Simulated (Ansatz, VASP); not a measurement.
## One calculation of TlH4, two programs

```
CELL_PARAMETERS angstrom
4.01384 0.00000 0.00000
0.00000 4.01384 0.00000
0.00000 0.00000 4.01384
ATOMIC_POSITIONS crystal
Tl 0.50000 0.50000 0.50000
H 0.00000 0.00000 0.00000
H 0.50000 0.50000 0.00000
H 0.50000 0.00000 0.50000
H 0.00000 0.50000 0.50000
```

Change from the starting cell: species swapped into the Mn4N type (Pm-3m, No. 221).

Alike in both runs: task relaxation of cell and atoms; functional PBE; k mesh 4 × 4 × 4; occupations gaussian, width 0.1 eV; no spin polarisation.

|  | VASP | Ansatz |
| --- | --- | --- |
| version | VASP 6.6.1 | Ansatz 0.2.0 |
| potentials or method | VASP PAW PBE potentials, release 64 (Tl_d, H), cutoff 600 eV | scalar-relativistic, plane waves, PAW |
| valence electrons in the cell | 17 | 17 |

```csv
,VASP,Ansatz,Ansatz less VASP
"gap on the k mesh at the Fermi level, each at its own relaxed structure (eV)",none,none,-
relaxed volume (Å³/atom),11.46,11.36,-0.097
relaxed length of the cell vector where the two differ most in proportion (Å),3.855,3.844,-0.0110
```

A gap of «none» marks a metal or a gap that the smearing closes.

The k mesh is coarse, so the values compare programs but aren't converged. Neither program's run includes spin-orbit coupling.
